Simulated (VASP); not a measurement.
HfN: single point with LDA

The system is HfN.

```
Hf N
1.0
     0.00000    2.45482    2.45482
     2.45482    0.00000    2.45482
     2.45482    2.45482    0.00000
Hf N
1 1
Direct
  0.00000 0.00000 0.00000
  0.25000 0.25000 0.25000
```

```json
{
  "Program": "VASP 6.6.1",
  "Task": "single point",
  "Functional": "LDA",
  "Potentials or basis": "VASP PAW LDA potentials, release 64 (Hf_pv, N)",
  "Cutoff": "520 eV",
  "k mesh": "9 × 9 × 9",
  "Occupations": "fermi-dirac, width 0.05 eV",
  "Spin": "no spin polarisation"
}
```

- Pressure: -10.0 GPa

Levels at points of the mesh, in eV from the Fermi level:
```
           k point  band 3  band 4  band 5  band 6  band 7  band 8  band 9  band 10  band 11  band 12
(0.00, 0.00, 0.00)  -30.93  -15.91   -5.45   -5.45   -5.45   -0.62    2.12     2.12     6.54     6.54
```

Wall time 12 s on 1 thread of Intel(R) Xeon(R) Platinum 8124M CPU @ 3.00GHz (Skylake/Cascade Lake), with other jobs on the host, peak memory 0.15 GiB.

Caveat: spin-orbit coupling is left out, which moves the levels of the heavy elements.
